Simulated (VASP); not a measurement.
Runs of VASP 6.6.1 on Zr. The structure is that of space group P6_3/mmc (No. 194), or close to it. The cells are those of the table. 

```tsv
cell	k mesh	gap on the mesh (eV)	pressure (GPa)
a = 3.037, b = 3.037, c = 9.897 Å, angles 90.0, 90.0, 120.0°, 4 atoms	13 × 13 × 4	none	15.2
a = 3.169, b = 3.169, c = 10.328 Å, angles 90.0, 90.0, 120.0°, 4 atoms	11 × 11 × 3	none	(b)
a = 3.126, b = 3.126, c = 10.188 Å, angles 90.0, 90.0, 120.0°, 4 atoms	13 × 13 × 4	none	(a)
a = 3.211, b = 3.211, c = 10.463 Å, angles 90.0, 90.0, 120.0°, 4 atoms	13 × 13 × 4	none	-3.4
a = 3.082, b = 3.082, c = 10.044 Å, angles 90.0, 90.0, 120.0°, 4 atoms	13 × 13 × 4	none	9.2
```

Alike in all rows: task single point; level PBEsol; potentials or basis VASP PAW PBE potentials, release 64 (Zr_sv); no spin polarisation; cutoff (eV) 520; smearing fermi-dirac 0.1 eV.

**Question.** Fill in the values left out.

**Answer.** (a) 4.3; (b) 0.1.

Caveats: the PAW data sets were made with another functional, which shifts forces and pressure a little; the cell stands under pressure (at least some runs); the cell stands under tension (at least some runs).

A k mesh can miss the band edges, and the runs leave out spin-orbit coupling on Zr.

A gap of «none» marks levels without a gap at the run's occupations.
